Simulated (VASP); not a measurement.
# ScAl5 in VASP: notebook

Runs on ScAl5. Level: PBE. Tasks: single point.

Everything below comes from runs of VASP 6.6.1. Logs are shortened: lines on timing, memory, paths and dates and some standing lists are left out, and cuts for length are marked.

## 1. The cell of the first run

The structure is orthorhombic, space group Cmmm (No. 65). Conventional cell: a = 4.104 Å, b = 4.116 Å, c = 12.383 Å, α = 90.00°, β = 90.00°, γ = 90.00°. Within 3.8 Å of Sc (site symmetry mmm) lie 4 Sc at 2.91 Å and 8 Al at 3.00 to 3.01 Å. Al (site symmetry mm2) has 12 Al at 2.85 to 2.91 Å within 3.8 Å. Al (site symmetry mmm) has 12 Al at 2.88 to 2.91 Å within 3.8 Å. Within 3.8 Å of Al (site symmetry mm2) lie 8 Al at 2.85 to 2.91 Å and 4 Sc at 3.00 to 3.01 Å.

## 2. Single point, PBE

Contents of INCAR:

```
SYSTEM = ScAl5
ALGO = Fast
EDIFF = 1E-6
ENCUT = 520
GGA = PE
ISIF = 2
ISMEAR = 0
LASPH = .True.
LCHARG = .False.
LREAL = .False.
LWAVE = .False.
NBANDS = 22
NELM = 60
PREC = Accurate
SIGMA = 0.1
```

Contents of KPOINTS:

```
k-points
0
Gamma
  6 6 2
  0 0 0
```

Contents of POSCAR:

```
ScAl5
1.0
    2.0582215800     -2.0519205258      0.0000000000
    2.0582215800      2.0519205258      0.0000000000
    0.0000000000      0.0000000000     12.3826523699
Sc Al
1 5
Direct
    0.0000000000      0.0000000000      0.5000000000
    0.0000000000      0.0000000000      0.8364938331
    0.5000000000      0.5000000000      0.0000000000
    0.0000000000      0.0000000000      0.1635061669
    0.5000000000      0.5000000000      0.3230756261
    0.5000000000      0.5000000000      0.6769243739
```

Potentials or basis: VASP PAW PBE potentials, release 64 (Sc_sv, Al).

On the command line:

```bash
$ cat potpaw_PBE.64/Sc_sv/POTCAR potpaw_PBE.64/Al/POTCAR > POTCAR
$ mpirun -np 1 vasp_std > vasp.out
```

OUTCAR:

```text
SYSTEM = ScAl5
   EDIFF = 1E-6
   ENCUT = 520
   GGA = PE
   ISIF = 2
   ISMEAR = 0
   LASPH = .True.
   LREAL = .False.
   NELM = 60
   PREC = Accurate

 ion  position               nearest neighbor table
   1  0.000  0.000  0.500-   5 3.00   6 3.00   5 3.00   6 3.00   5 3.01   6 3.01   5 3.01   6 3.01

   2  0.000  0.000  0.836-   6 2.85   6 2.85   6 2.85   6 2.85   3 2.88   3 2.88   3 2.89   3 2.89

   3  0.500  0.500  0.000-   2 2.88   4 2.88   2 2.88   4 2.88   2 2.89   4 2.89   2 2.89   4 2.89

   4  0.000  0.000  0.164-   5 2.85   5 2.85   5 2.85   5 2.85   3 2.88   3 2.88   3 2.89   3 2.89

   5  0.500  0.500  0.323-   4 2.85   4 2.85   4 2.85   4 2.85   1 3.00   1 3.00   1 3.01   1 3.01

   6  0.500  0.500  0.677-   2 2.85   2 2.85   2 2.85   2 2.85   1 3.00   1 3.00   1 3.01   1 3.01

  LATTYP: Found a base centered orthorhombic cell.
 ALAT       =     4.1038410516
 B/A-ratio  =     1.0030708081
 C/A-ratio  =     3.0173323514

  Lattice vectors:

 A1 = (  -2.0582215800,  -2.0519205258,   0.0000000000)
 A2 = (   2.0582215800,  -2.0519205258,   0.0000000000)
 A3 = (   0.0000000000,   0.0000000000,  12.3826523699)

Analysis of symmetry for initial positions (statically):
=====================================================================
 Subroutine PRICEL returns:
 Original cell was already a primitive cell.

 Routine SETGRP: Setting up the symmetry group for a
 base centered orthorhombic supercell.

 Subroutine GETGRP returns: Found  8 space group operations
 (whereof  8 operations were pure point group operations)
 out of a pool of  8 trial point group operations.

The static configuration has the point symmetry D_2h.

Analysis of symmetry for dynamics (positions and initial velocities):
=====================================================================
 Subroutine PRICEL returns:
 Original cell was already a primitive cell.

 Routine SETGRP: Setting up the symmetry group for a
 base centered orthorhombic supercell.

 Subroutine GETGRP returns: Found  8 space group operations
 (whereof  8 operations were pure point group operations)
 out of a pool of  8 trial point group operations.

The dynamic configuration has the point symmetry D_2h.

 Subroutine INISYM returns: Found  8 space group operations
 (whereof  8 operations are pure point group operations),
 and found     1 'primitive' translations

----------------------------------------------------------------------------------------

                                     Primitive cell

  volume of cell :     104.5915

  direct lattice vectors                    reciprocal lattice vectors
     2.058221580 -2.051920526  0.000000000     0.242928169 -0.243674155  0.000000000
     2.058221580  2.051920526  0.000000000     0.242928169  0.243674155  0.000000000
     0.000000000  0.000000000 12.382652370     0.000000000  0.000000000  0.080758142

  length of vectors
     2.906312770  2.906312770 12.382652370     0.344080207  0.344080207  0.080758142

  position of ions in fractional coordinates (direct lattice)
     0.000000000  0.000000000  0.500000000
     0.000000000  0.000000000  0.836493833
     0.500000000  0.500000000  0.000000000
     0.000000000  0.000000000  0.163506167
     0.500000000  0.500000000  0.323075626
     0.500000000  0.500000000  0.676924374

  ion indices of the primitive-cell ions
   primitive index   ion index
                 1           1
                 2           2
                 3           3
                 4           4
                 5           5
                 6           6

----------------------------------------------------------------------------------------

 KPOINTS: k-points

Automatic generation of k-mesh.
 Grid dimensions read from file:
 generate k-points for:    6    6    2

 Generating k-lattice:

  Cartesian coordinates                     Fractional coordinates (reciprocal lattice)
     0.040488028 -0.040612359  0.000000000     0.166666667 -0.000000000  0.000000000
     0.040488028  0.040612359  0.000000000    -0.000000000  0.166666667  0.000000000
     0.000000000  0.000000000  0.040379071     0.000000000  0.000000000  0.500000000

  Length of vectors
     0.057346701  0.057346701  0.040379071

  Shift w.r.t. Gamma in fractional coordinates (k-lattice)
     0.000000000  0.000000000  0.000000000

 Subroutine IBZKPT returns following result:
 ===========================================

 Found     26 irreducible k-points:

 Following reciprocal coordinates:
            Coordinates               Weight
  0.000000  0.000000  0.000000      1.000000
  0.166667  0.000000  0.000000      4.000000
  0.333333  0.000000  0.000000      4.000000
  0.500000  0.000000  0.000000      2.000000
  0.166667  0.166667  0.000000      2.000000
  0.333333  0.166667  0.000000      4.000000
[... 16 lines left out ...]
  0.333333  0.333333  0.500000      2.000000
  0.500000  0.333333  0.500000      4.000000
 [... further k-points ...]
   k-points           NKPTS =     26   k-points in BZ     NKDIM =     26   number of bands    NBANDS=     22
   number of dos      NEDOS =    301   number of ions     NIONS =      6
   total plane-waves  NPLWV =  55296
   dimension x,y,z NGX =    24 NGY =   24 NGZ =   96
   dimension x,y,z NGXF=    48 NGYF=   48 NGZF=  192
   ions per type =               1   5
   NGX,Y,Z   is equivalent  to a cutoff of  13.73, 13.73, 12.89 a.u.
   NGXF,Y,Z  is equivalent  to a cutoff of  27.46, 27.46, 25.78 a.u.
 SYSTEM =  ScAl5
   PREC   = accura    normal or accurate (medium, high low for compatibility)
   ISTART =      0    job   : 0-new  1-cont  2-samecut
   ICHARG =      2    charge: 1-file 2-atom 10-const
   ISPIN  =      1    spin polarized calculation?
   LNONCOLLINEAR =      F non collinear calculations
   LSORBIT =      F    spin-orbit coupling
   LASPH  =      T    aspherical Exc in radial PAW
   ENCUT  =  520.0 eV  38.22 Ry    6.18 a.u.   5.40  5.40 23.02*2*pi/ulx,y,z
   NELM   =     60;   NELMIN=  2; NELMDL= -5     # of ELM steps
   EDIFF  = 0.1E-05   stopping-criterion for ELM
   LREAL  =      F    real-space projection
   EDIFFG = 0.1E-04   stopping-criterion for IOM
   NSW    =      0    number of steps for IOM
   IBRION =     -1    ionic relax: 0-MD 1-quasi-New 2-CG
   NFREE  =      0    steps in history (QN), initial steepest desc. (CG)
   ISIF   =      2    stress and relaxation
   ISYM   =      2    0-nonsym 1-usesym 2-fastsym
   POTIM  = 0.5000    time-step for ionic-motion
   TEBEG  =    0.0;   TEEND  =   0.0 temperature during run
   PSTRESS=    0.0 pullay stress
   NELECT =      26.0000    total number of electrons
   NUPDOWN=      -1.0000    fix difference up-down
   EMIN   =  10.00;   EMAX   =-10.00  energy-range for DOS
   EFERMI =   0.00;   METHOD = LEGACY
   ISMEAR =     0;   SIGMA  =   0.10  broadening in eV -4-tet -1-fermi 0-gaus
   EFERMI_NEDOS =   21; number of points for ismear=-14 and -15
   IALGO  =     68    algorithm
   IMIX   =      4    mixing-type and parameters
     AMIX     =   0.40;   BMIX     =  1.00
     AMIX_MAG =   1.60;   BMIX_MAG =  1.00
  volume/ion in A,a.u.               =      17.43       117.64
  Fermi-wavevector in a.u.,A,eV,Ry     =   1.029360  1.945208 14.416480  1.059581
  Thomas-Fermi vector in A             =   2.163403
   LORBIT       =      0    0 simple, 1 ext, 2 COOP (PROOUT), +10 PAW based schemes
   GGA     = PE    functional components
   LHFCALC =     F    Hartree Fock is set to
   AEXX    =    0.0000 exact exchange contribution
   IVDW    =     0    specifies the selected vdW correction
   LEPSILON=     F    determine dielectric tensor
   LRPA    =     F    only Hartree local field effects (RPA)
 non-spin polarized calculation
 RMM-DIIS sequential band-by-band and
 Gauss-broadening in eV      SIGMA  =   0.10
  energy-cutoff  :      520.00
  volume of cell :      104.59
 maximum number of plane-waves:      2854
 NGX is ok and might be reduce to    24
   NGX = 11   NGY = 11   NGZ = 47

 number of electron      25.9999997 magnetization

 Free energy of the ion-electron system (eV)
  ---------------------------------------------------
  ext. energy  EPLUGINS =         0.00000000
  ---------------------------------------------------
  free energy    TOTEN  =       -25.79732117 eV

  energy without entropy =      -25.77945181  energy(sigma->0) =      -25.78838649

 E-fermi :   7.3330     XC(G=0): -10.2252

 val. band max:        7.3052518780   @ k =   0.5000   0.3333   0.5000
 cond. band min:       7.3451867191   @ k =   0.1667   0.0000   0.5000
 fundamental gap:      0.0399348411
 Fermi energy:         7.3329911806

 k-point     1 :       0.0000    0.0000    0.0000
  band No.  band energies     occupation
      1     -41.8679      2.00000
      2     -20.5869      2.00000
      3     -20.2067      2.00000
      4     -20.2051      2.00000
      5      -3.4900      2.00000
      6      -2.6209      2.00000
[... 14 lines left out ...]
     21      13.2573      0.00000
     22      13.5293      0.00000

 k-point     2 :       0.1667    0.0000    0.0000
  band No.  band energies     occupation
      1     -41.8479      2.00000
      2     -20.5655      2.00000
      3     -20.3695      2.00000
      4     -20.1917      2.00000
      5      -3.0035      2.00000
      6      -2.1458      2.00000
[... 14 lines left out ...]
     21      13.0556      0.00000
     22      13.1927      0.00000

 k-point     3 :       0.3333    0.0000    0.0000
  band No.  band energies     occupation
      1     -41.8076      2.00000
      2     -20.6856      2.00000
      3     -20.5223      2.00000
      4     -20.1632      2.00000
      5      -1.5554      2.00000
      6      -0.7329      2.00000
[... 14 lines left out ...]
     21      11.9407      0.00000
     22      13.7353      0.00000
[... 476 lines left out ...]
 k-point    23 :       0.3333    0.3333    0.5000
  band No.  band energies     occupation
      1     -41.7493      2.00000
      2     -20.6291      2.00000
      3     -20.6111      2.00000
      4     -20.4635      2.00000
      5       0.3501      2.00000
      6       1.0610      2.00000
[... 14 lines left out ...]
     21      10.2240      0.00000
     22      10.7549      0.00000

 k-point    24 :       0.5000    0.3333    0.5000
  band No.  band energies     occupation
      1     -41.7297      2.00000
      2     -20.7665      2.00000
      3     -20.5982      2.00000
      4     -20.4437      2.00000
      5       2.6391      2.00000
      6       2.7124      2.00000
[... 14 lines left out ...]
     21      10.3444      0.00000
     22      10.4629      0.00000

 [... further k-points ...]

------------------------ aborting loop because EDIFF is reached ----------------------------------------

  FORCE on cell =-STRESS in cart. coord.  units (eV):
  Direction    XX          YY          ZZ          XY          YZ          ZX
  --------------------------------------------------------------------------------------
  -------------------------------------------------------------------------------------
  Total       -0.0378757      0.1945324      0.1424667      0.0000000      0.0000000      0.0000000
  in kB       -0.5801969      2.9799306      2.1823663      0.0000000      0.0000000      0.0000000
  external PRESSURE =       1.5273667 kB  Pullay stress =       0.0000000 kB

 VOLUME and BASIS-vectors are now :
 -----------------------------------------------------------------------------
  energy-cutoff  :      520.00
  volume of cell :      104.59
      direct lattice vectors                 reciprocal lattice vectors
     2.058221580 -2.051920526  0.000000000     0.242928169 -0.243674155  0.000000000
     2.058221580  2.051920526  0.000000000     0.242928169  0.243674155  0.000000000
     0.000000000  0.000000000 12.382652370     0.000000000  0.000000000  0.080758142

 POSITION                                       TOTAL-FORCE (eV/Angst)
 -----------------------------------------------------------------------------------
      0.00000      0.00000      6.19133        -0.000000      0.000000      0.000000
      0.00000      0.00000     10.35801        -0.000000      0.000000     -0.019209
      2.05822      0.00000      0.00000         0.000000     -0.000000      0.000000
      0.00000      0.00000      2.02464         0.000000      0.000000      0.019209
      2.05822      0.00000      4.00053        -0.000000      0.000000     -0.013321
      2.05822      0.00000      8.38212        -0.000000      0.000000      0.013321
 -----------------------------------------------------------------------------------
    total drift:                                0.000000      0.000000      0.000000

  FREE ENERGIE OF THE ION-ELECTRON SYSTEM (eV)
  ---------------------------------------------------
  free  energy   TOTEN  =       -25.7973211747 eV

  energy  without entropy=      -25.7794518066  energy(sigma->0) =      -25.78838649
```

Run time: 68 s. Hardware: 1 thread of Intel Xeon Platinum 8259CL at 2.50GHz (Skylake/Cascade Lake), shared host; peak memory 0.25 GiB.

What came out:

| Property | Result |
| --- | --- |
| Free energy | -25.7973 eV |
| Pressure | 0.2 GPa |
| Largest force | 0.019 eV/Å |
| Band gap on the k mesh | zero (bands 13 and 14 overlap by 3.06 eV) |

Forces in eV/Å, atoms in the order of the input:
```
Sc   0.000  0.000  0.000
Al   0.000  0.000 -0.019
Al   0.000  0.000  0.000
Al   0.000  0.000  0.019
Al   0.000  0.000 -0.013
Al   0.000  0.000  0.013
```

Caveat: the k points lie up to 0.36 Å⁻¹ apart, too coarse for converged energies and pressures of a metal.

## 3. Single point, PBE, collinear spin

Contents of INCAR:

```
SYSTEM = ScAl5
PREC = Accurate
ENCUT = 520
EDIFF = 1E-7
ISMEAR = 0
SIGMA = 0.1
LREAL = .False.
LASPH = .True.
NELM = 150
ALGO = Fast
ISIF = 2
LWAVE = .False.
LCHARG = .False.
ISPIN = 2
MAGMOM = 1 0 0 0 0 0
LORBIT = 11
LMAXMIX = 4
GGA = PE
NBANDS = 26
```

Contents of KPOINTS:

```
regular mesh
0
Gamma
  6 6 2
  0 0 0
```

Changes to POSCAR since step 2:

```diff
@@ -2,4 +2,4 @@
 1.0
-    2.0582215800     -2.0519205258      0.0000000000
-    2.0582215800      2.0519205258      0.0000000000
+    2.9063127699      0.0000000000      0.0000000000
+    0.0000000000      2.9063127699      0.0000000000
     0.0000000000      0.0000000000     12.3826523699
```

Potentials or basis: VASP PAW PBE potentials, release 64 (Sc_sv, Al).

On the command line:

```bash
$ cat potpaw_PBE.64/Sc_sv/POTCAR potpaw_PBE.64/Al/POTCAR > POTCAR
$ mpirun -np 1 vasp_std > vasp.out
```

OUTCAR:

```text
SYSTEM = ScAl5
   PREC = Accurate
   ENCUT = 520
   EDIFF = 1E-7
   ISMEAR = 0
   LREAL = .False.
   LASPH = .True.
   NELM = 150
   ISIF = 2
   ISPIN = 2
   LORBIT = 11
   GGA = PE

 ion  position               nearest neighbor table
   1  0.000  0.000  0.500-   5 3.00   6 3.00   5 3.00   6 3.00   5 3.00   6 3.00   5 3.00   6 3.00

   2  0.000  0.000  0.836-   6 2.85   6 2.85   6 2.85   6 2.85   3 2.88   3 2.88   3 2.88   3 2.88

   3  0.500  0.500  0.000-   2 2.88   4 2.88   2 2.88   4 2.88   2 2.88   4 2.88   2 2.88   4 2.88

   4  0.000  0.000  0.164-   5 2.85   5 2.85   5 2.85   5 2.85   3 2.88   3 2.88   3 2.88   3 2.88

[... 1360 lines left out ...]
 -----------------------------------------------------------------------------------
      0.00000      0.00000      6.19133         0.000000     -0.000000      0.000000
      0.00000      0.00000     10.35801         0.000000      0.000000     -0.003604
      1.45316      1.45316      0.00000         0.000000     -0.000000      0.000000
      0.00000      0.00000      2.02464         0.000000     -0.000000      0.003604
      1.45316      1.45316      4.00053         0.000000      0.000000      0.016815
      1.45316      1.45316      8.38212         0.000000     -0.000000     -0.016815
 -----------------------------------------------------------------------------------
    total drift:                                0.000000      0.000000      0.000000

  FREE ENERGIE OF THE ION-ELECTRON SYSTEM (eV)
  ---------------------------------------------------
  free  energy   TOTEN  =       -25.8077011624 eV

  energy  without entropy=      -25.7952926085  energy(sigma->0) =      -25.80149689

 total charge

# of ion       s       p       d       tot
------------------------------------------
    1        2.245   6.132   1.207   9.584
    2        0.431   0.327   0.000   0.758
    3        0.443   0.318   0.000   0.761
    4        0.431   0.327   0.000   0.758
    5        0.423   0.363   0.000   0.786
    6        0.423   0.363   0.000   0.786
--------------------------------------------------
tot          4.394   7.831   1.207  13.433

 magnetization (x)

# of ion       s       p       d       tot
------------------------------------------
    1        0.017   0.019   0.318   0.353
    2       -0.000   0.001   0.000   0.001
    3       -0.000   0.002   0.000   0.002
    4       -0.000   0.001   0.000   0.001
    5       -0.002   0.003   0.000   0.001
    6       -0.002   0.003   0.000   0.001
--------------------------------------------------
tot          0.013   0.028   0.318   0.359
```

OSZICAR:

```text
N       E                     dE             d eps       ncg     rms          rms(c)
DAV:   1     0.156260870643E+03    0.15626E+03   -0.10495E+04  2136   0.846E+02
DAV:   2    -0.186130534902E+02   -0.17487E+03   -0.16848E+03  2088   0.250E+02
DAV:   3    -0.263300734139E+02   -0.77170E+01   -0.73104E+01  2970   0.526E+01
DAV:   4    -0.266027854747E+02   -0.27271E+00   -0.27087E+00  3136   0.978E+00
DAV:   5    -0.266111858083E+02   -0.84003E-02   -0.83973E-02  2936   0.170E+00    0.897E+00
RMM:   6    -0.259841685024E+02    0.62702E+00   -0.18550E+00  2328   0.100E+01    0.409E+00
RMM:   7    -0.259127897460E+02    0.71379E-01   -0.44977E-01  2888   0.350E+00    0.237E+00
RMM:   8    -0.258213396755E+02    0.91450E-01   -0.16342E-01  2841   0.216E+00    0.117E+00
RMM:   9    -0.258094992267E+02    0.11840E-01   -0.37424E-02  2954   0.107E+00    0.625E-01
RMM:  10    -0.258079731496E+02    0.15261E-02   -0.58545E-03  3143   0.421E-01    0.253E-01
RMM:  11    -0.258076427857E+02    0.33036E-03   -0.99264E-04  3103   0.202E-01    0.131E-01
RMM:  12    -0.258076472460E+02   -0.44602E-05   -0.36502E-04  3170   0.109E-01    0.689E-02
RMM:  13    -0.258076880172E+02   -0.40771E-04   -0.94103E-05  3130   0.584E-02    0.241E-02
RMM:  14    -0.258076975092E+02   -0.94919E-05   -0.21659E-05  3211   0.307E-02    0.120E-02
RMM:  15    -0.258076994696E+02   -0.19604E-05   -0.59376E-06  3143   0.145E-02    0.815E-03
RMM:  16    -0.258077010649E+02   -0.15953E-05   -0.17377E-06  2955   0.101E-02    0.540E-03
RMM:  17    -0.258077011624E+02   -0.97446E-07   -0.57179E-07  2585   0.556E-03
   1 F= -.25807701E+02 E0= -.25801497E+02  d E =-.124086E-01  mag=     0.5217
```

stdout:

```text
POSCAR found type information on POSCAR ScAl
 POSCAR found :  2 types and       6 ions
 scaLAPACK will be used
 LDA part: xc-table for (Slater+PW92), standard interpolation
 POSCAR, INCAR and KPOINTS ok, starting setup
 FFT: planning ... GRIDC
 FFT: planning ... GRID_SOFT
 FFT: planning ... GRID
 WAVECAR not read
 entering main loop
```

It took 2.8 min on 1 thread of Intel Xeon Platinum 8259CL at 2.50GHz (Skylake/Cascade Lake), shared host; peak memory 0.3 GiB.

What came out:

```yaml
Free_energy: -25.8077 eV
Pressure: 0.3 GPa
Largest_force: 0.017 eV/Å
Net_moment: 0.52 μB per cell
Site_moments: Sc +0.35; Al +0.00 μB
Valence_electrons_inside_the_program's_atomic_spheres: Sc 9.58; Al 0.76, 0.79 (each value once)
```

Forces in eV/Å, atoms in the order of the input:
```
Sc   0.000  0.000  0.000
Al   0.000  0.000 -0.004
Al   0.000  0.000  0.000
Al   0.000  0.000  0.004
Al   0.000  0.000  0.017
Al   0.000  0.000 -0.017
```

Caveat: the k points lie up to 0.36 Å⁻¹ apart.
